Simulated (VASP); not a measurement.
Set up this calculation in VASP 6.6.1, as the native input.

```yaml
Task: relaxation of cell and atoms
Functional: PBE
Potentials_or_basis: VASP PAW PBE potentials, release 64 (Ge_d, Pd, F)
Cutoff: 600 eV
k_mesh: 4 × 4 × 4
Occupations: gaussian, width 0.1 eV
Spin: no spin polarisation
Dipole_correction: no
Further_INCAR_settings: ALGO = Normal; EDIFF = 1e-06; IBRION = 2; EDIFFG = -0.04; NSW = 90; ISIF = 3
```

The structure of Ge3PdF4 lies in POSCAR:

```
Ge3PdF4
1.0
    4.6024431100      0.0000000000      0.0000000000
    0.0000000000      4.6024431100      0.0000000000
    0.0000000000      0.0000000000      4.6024431100
Ge Pd F
3 1 4
Direct
    0.5000000000      0.0000000000      0.0000000000
    0.0000000000      0.5000000000      0.0000000000
    0.0000000000      0.0000000000      0.5000000000
    0.5000000000      0.5000000000      0.5000000000
    0.0000000000      0.5000000000      0.5000000000
    0.5000000000      0.0000000000      0.5000000000
    0.5000000000      0.5000000000      0.0000000000
    0.0000000000      0.0000000000      0.0000000000
```

The input as run:

INCAR

```
ALGO = Normal
EDIFF = 1E-6
EDIFFG = -0.04
ENCUT = 600
GGA = PE
IBRION = 2
ISIF = 3
ISMEAR = 0
LASPH = True
LCHARG = False
LREAL = False
LWAVE = False
NELM = 100
NSW = 90
PREC = Accurate
SIGMA = 0.1
```

KPOINTS

```
k-points
0
Gamma
  4 4 4
```

Potentials or basis: VASP PAW PBE potentials, release 64 (Ge_d, Pd, F).

Launch:

```bash
$ cat potpaw_PBE.64/Ge_d/POTCAR potpaw_PBE.64/Pd/POTCAR potpaw_PBE.64/F/POTCAR > POTCAR
$ mpirun -np 1 vasp_std > vasp.out
```

Results of the run:

```
Relaxed volume                        : 15.90 Å³/atom
Relaxed cell                          : a = 5.030 Å, b = 5.030 Å, c = 5.030 Å, α = 90.00°, β = 90.00°, γ = 90.00°
Space group after relaxing (to 0.1 Å) : Pm-3m (No. 221)
Energy gained by relaxing             : 308.6 meV/atom
Ionic steps                           : 4
Pressure after relaxing               : 0.0 GPa
Band gap on the k mesh                : zero (bands 40 and 41 overlap by 2.14 eV)
```

Caveat: the volume moved by over 15 % at a fixed basis, so the end points are rough.

Run time: 3.4 min on 1 thread of Intel(R) Xeon(R) Platinum 8488C (Sapphire Rapids), on a shared host, peak memory 0.27 GiB.
